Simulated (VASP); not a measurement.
# SiTe3 (Im-3m) in VASP: relaxation of cell and atoms with PBE

Aim: the relaxation of cell and atoms of SiTe3 with PBE.

Program: VASP 6.6.1. These are calculated values, not measurements. Logs are shortened: lines on timing, memory, paths and dates and some standing lists are left out, and cuts for length are marked.

**1. The cell of the first run**

Symmetry: Im-3m, No. 229, cubic system. The conventional cell has a = 6.186 Å, b = 6.186 Å, c = 6.186 Å, α = 90.00°, β = 90.00°, γ = 90.00°. Si (site symmetry m-3m) has 6 Te at 3.09 Å within 4.1 Å. Te (site symmetry 4/mmm) has 2 Si at 3.09 Å and 4 Te at 3.09 Å within 4.1 Å.

The cell was built from a structure type or drawn by symmetry, and may not be a known phase.

**2. Relaxation of cell and atoms, PBE**

Contents of INCAR:

```
PREC = Accurate
ENCUT = 600
EDIFF = 1E-6
ISMEAR = 0
SIGMA = 0.1
LREAL = False
LASPH = True
NELM = 60
ALGO = Normal
ISIF = 3
LWAVE = False
LCHARG = False
GGA = PE
IBRION = 2
NSW = 100
EDIFFG = -0.01
```

Contents of KPOINTS:

```
Automatic mesh
0
Gamma
  10 10 10
```

Contents of POSCAR:

```
SiTe3
1.0
   -3.0932090101      3.0932090101      3.0932090101
    3.0932090101     -3.0932090101      3.0932090101
    3.0932090101      3.0932090101     -3.0932090101
Si Te
1 3
Direct
    0.0000000000      0.0000000000      0.0000000000
    0.0000000000      0.5000000000      0.5000000000
    0.5000000000      0.0000000000      0.5000000000
    0.5000000000      0.5000000000      0.0000000000
```

Potentials or basis: VASP PAW PBE potentials, release 64 (Si, Te).

On the command line:

```console
> cat potpaw_PBE.64/Si/POTCAR potpaw_PBE.64/Te/POTCAR > POTCAR
> mpirun -np 1 vasp_std > vasp.out
```

OUTCAR:

```text
PREC = Accurate
   ENCUT = 600
   EDIFF = 1E-6
   ISMEAR = 0
   LREAL = False
   LASPH = True
   NELM = 60
   ISIF = 3
   GGA = PE
   IBRION = 2
   NSW = 100
   EDIFFG = -0.01

 ion  position               nearest neighbor table
   1  0.000  0.000  0.000-   2 3.09   3 3.09   4 3.09   2 3.09   3 3.09   4 3.09
   2  0.000  0.500  0.500-   1 3.09   3 3.09   4 3.09   1 3.09   4 3.09   3 3.09
   3  0.500  0.000  0.500-   1 3.09   2 3.09   4 3.09   4 3.09   1 3.09   2 3.09
   4  0.500  0.500  0.000-   1 3.09   2 3.09   3 3.09   3 3.09   2 3.09   1 3.09

  LATTYP: Found a body centered cubic cell.
 ALAT       =     6.1864180202

  Lattice vectors:

 A1 = (  -3.0932090101,   3.0932090101,   3.0932090101)
 A2 = (   3.0932090101,  -3.0932090101,   3.0932090101)
 A3 = (   3.0932090101,   3.0932090101,  -3.0932090101)

Analysis of symmetry for initial positions (statically):
=====================================================================
 Subroutine PRICEL returns:
 Original cell was already a primitive cell.

 Routine SETGRP: Setting up the symmetry group for a
 body centered cubic supercell.

 Subroutine GETGRP returns: Found 48 space group operations
 (whereof 48 operations were pure point group operations)
 out of a pool of 48 trial point group operations.

The static configuration has the point symmetry O_h .

Analysis of symmetry for dynamics (positions and initial velocities):
=====================================================================
 Subroutine PRICEL returns:
 Original cell was already a primitive cell.

 Routine SETGRP: Setting up the symmetry group for a
 body centered cubic supercell.

 Subroutine GETGRP returns: Found 48 space group operations
 (whereof 48 operations were pure point group operations)
 out of a pool of 48 trial point group operations.

The dynamic configuration has the point symmetry O_h .

 Subroutine INISYM returns: Found 48 space group operations
 (whereof 48 operations are pure point group operations),
 and found     1 'primitive' translations

----------------------------------------------------------------------------------------

                                     Primitive cell

  volume of cell :     118.3826

  direct lattice vectors                    reciprocal lattice vectors
    -3.093209010  3.093209010  3.093209010     0.000000000  0.161644428  0.161644428
     3.093209010 -3.093209010  3.093209010     0.161644428  0.000000000  0.161644428
     3.093209010  3.093209010 -3.093209010     0.161644428  0.161644428  0.000000000

[... 110 lines left out ...]
  Thomas-Fermi vector in A             =   2.061012
   LORBIT       =      0    0 simple, 1 ext, 2 COOP (PROOUT), +10 PAW based schemes
   GGA     = PE    functional components
   LHFCALC =     F    Hartree Fock is set to
   AEXX    =    0.0000 exact exchange contribution
   IVDW    =     0    specifies the selected vdW correction
   LEPSILON=     F    determine dielectric tensor
   LRPA    =     F    only Hartree local field effects (RPA)
 conjugate gradient relaxation of ions
 non-spin polarized calculation
 Gauss-broadening in eV      SIGMA  =   0.10
  energy-cutoff  :      600.00
  volume of cell :      118.38
 maximum number of plane-waves:      3997
 NGX is ok and might be reduce to    48
   NGX = 21   NGY = 21   NGZ = 21

--------------------------------------- Ionic step        1  -------------------------------------------

 number of electron      21.9999999 magnetization

 Free energy of the ion-electron system (eV)
  ---------------------------------------------------
  ext. energy  EPLUGINS =         0.00000000
  ---------------------------------------------------
  free energy    TOTEN  =       -13.98721341 eV

  energy without entropy =      -13.98363085  energy(sigma->0) =      -13.98542213

------------------------ aborting loop because EDIFF is reached ----------------------------------------

  FORCE on cell =-STRESS in cart. coord.  units (eV):
  Direction    XX          YY          ZZ          XY          YZ          ZX
  --------------------------------------------------------------------------------------
  -------------------------------------------------------------------------------------
  Total       -0.2094057     -0.2094057     -0.2094057     -0.0000000      0.0000000     -0.0000000
  in kB       -2.8340743     -2.8340743     -2.8340743     -0.0000000      0.0000000     -0.0000000
  external PRESSURE =      -2.8340743 kB  Pullay stress =       0.0000000 kB
[... 63 lines left out ...]
--------------------------------------- Ionic step        3  -------------------------------------------

 number of electron      21.9999999 magnetization

 Free energy of the ion-electron system (eV)
  ---------------------------------------------------
  ext. energy  EPLUGINS =         0.00000000
  ---------------------------------------------------
  free energy    TOTEN  =       -13.98782531 eV

  energy without entropy =      -13.98420672  energy(sigma->0) =      -13.98601602

 E-fermi :   6.4612     XC(G=0):  -9.3954

 val. band max:        6.4509868885   @ k =   0.4000   0.1000   0.1000
 cond. band min:       6.4798471785   @ k =   0.3000   0.0000   0.0000
 fundamental gap:      0.0288602900
 Fermi energy:         6.4612185472

 k-point     1 :       0.0000    0.0000    0.0000
  band No.  band energies     occupation
      1      -7.0875      2.00000
      2      -3.4160      2.00000
      3      -3.4160      2.00000
      4       0.3754      2.00000
      5       1.7937      2.00000
      6       1.7937      2.00000
      7       1.7937      2.00000
      8       2.9709      2.00000
      9       2.9709      2.00000
     10       2.9709      2.00000
     11       8.6204      0.00000
     12       8.6204      0.00000
     13       8.6235      0.00000
     14       8.6460      0.00000
[... 401 lines left out ...]
      2      -4.5392      2.00000
      3      -3.6464      2.00000
      4      -0.4478      2.00000
      5       1.4365      2.00000
      6       2.0262      2.00000
      7       2.8715      2.00000
      8       3.7161      2.00000
      9       4.0075      2.00000
     10       4.7589      2.00000
     11       5.5452      2.00000
     12       7.6690      0.00000
     13       8.5664      0.00000
     14       9.1365      0.00000
     15       9.6995      0.00000

 [... further k-points ...]

------------------------ aborting loop because EDIFF is reached ----------------------------------------

  FORCE on cell =-STRESS in cart. coord.  units (eV):
  Direction    XX          YY          ZZ          XY          YZ          ZX
  --------------------------------------------------------------------------------------
  -------------------------------------------------------------------------------------
  Total        0.0014327      0.0014327      0.0014327     -0.0000000     -0.0000000     -0.0000000
  in kB        0.0195029      0.0195029      0.0195029     -0.0000000     -0.0000000     -0.0000000
  external PRESSURE =       0.0195029 kB  Pullay stress =       0.0000000 kB
[... 19 lines left out ...]
  FREE ENERGIE OF THE ION-ELECTRON SYSTEM (eV)
  ---------------------------------------------------
  free  energy   TOTEN  =       -13.9878253067 eV

  energy  without entropy=      -13.9842067244  energy(sigma->0) =      -13.98601602

 reached required accuracy - stopping structural energy minimisation
```

OSZICAR:

```text
N       E                     dE             d eps       ncg     rms          rms(c)
DAV:   1     0.977484914405E+02    0.97748E+02   -0.89742E+03  1410   0.131E+03
DAV:   2    -0.748241844091E+01   -0.10523E+03   -0.10293E+03  1930   0.171E+02
DAV:   3    -0.138606171821E+02   -0.63782E+01   -0.62840E+01  1886   0.471E+01
[... 21 lines left out ...]
DAV:   2    -0.139878679093E+02    0.11136E-03   -0.28064E-04  1543   0.851E-02    0.429E-02
DAV:   3    -0.139878382243E+02    0.29685E-04   -0.43377E-05  1655   0.325E-02    0.124E-02
DAV:   4    -0.139878268848E+02    0.11340E-04   -0.10731E-05  1501   0.159E-02    0.216E-02
DAV:   5    -0.139878251912E+02    0.16936E-05   -0.24874E-06   972   0.828E-03    0.141E-02
DAV:   6    -0.139878253067E+02   -0.11554E-06   -0.43547E-07   782   0.441E-03
   3 F= -.13987825E+02 E0= -.13986016E+02  d E =-.611893E-03
```

CONTCAR:

```text
SiTe3
   1.00000000000000
    -3.0872534715638480    3.0872534715638480    3.0872534715638480
     3.0872534715638480   -3.0872534715638480    3.0872534715638480
     3.0872534715638480    3.0872534715638480   -3.0872534715638480
  Si              Te
     1     3
Direct
     0.0000000000000000    0.0000000000000000    0.0000000000000000
     0.0000000000000000    0.5000000000000000    0.5000000000000000
     0.5000000000000000    0.0000000000000000    0.5000000000000000
     0.5000000000000000    0.5000000000000000    0.0000000000000000

  0.00000000E+00  0.00000000E+00  0.00000000E+00
  0.00000000E+00  0.00000000E+00  0.00000000E+00
  0.00000000E+00  0.00000000E+00  0.00000000E+00
  0.00000000E+00  0.00000000E+00  0.00000000E+00
```

Wall time 6.6 min (1 thread of Intel Xeon Platinum 8259CL at 2.50GHz (Skylake/Cascade Lake), shared host); peak memory 0.38 GiB.

What came out:

- Free energy: -13.9878 eV
- Relaxed volume: 29.43 Å³/atom
- Relaxed cell: a = 5.347 Å, b = 5.347 Å, c = 5.347 Å, α = 109.47°, β = 109.47°, γ = 109.47°
- Space group after relaxing (to 0.1 Å): Im-3m (No. 229)
- Energy gained by relaxing: 0.2 meV/atom
- Ionic steps: 3
- Pressure after relaxing: 0.0 GPa
- Band gap on the k mesh: zero (bands 11 and 12 overlap by 4.10 eV)

Step by step:
```tsv
step	energy change (eV)	largest force (eV/Å)	pressure (GPa)	volume (Å³)
1	0.0000	0.0000	-0.28	118.38
2	-0.0006	0.0000	0.10	117.49
3	-0.0006	0.0000	0.00	117.70
```

Final structure:
```
CELL_PARAMETERS angstrom
-3.08725 3.08725 3.08725
3.08725 -3.08725 3.08725
3.08725 3.08725 -3.08725
ATOMIC_POSITIONS crystal
Si 0.00000 0.00000 0.00000
Te 0.00000 0.50000 0.50000
Te 0.50000 0.00000 0.50000
Te 0.50000 0.50000 0.00000
```

Levels at points of the mesh, in eV from the Fermi level:
```
           k point  band 9  band 10  band 11  band 12  band 13  band 14
(0.00, 0.00, 0.00)   -3.49    -3.49     2.16     2.16     2.16     2.18
(0.50, 0.00, 0.00)   -1.89    -1.87    -0.78     0.26     0.55     0.92
(0.50, 0.50, 0.50)   -2.32    -2.32     3.32     3.32     3.32     4.39
```

Caveat: spin-orbit coupling is left out, which moves the levels of the heavy elements.
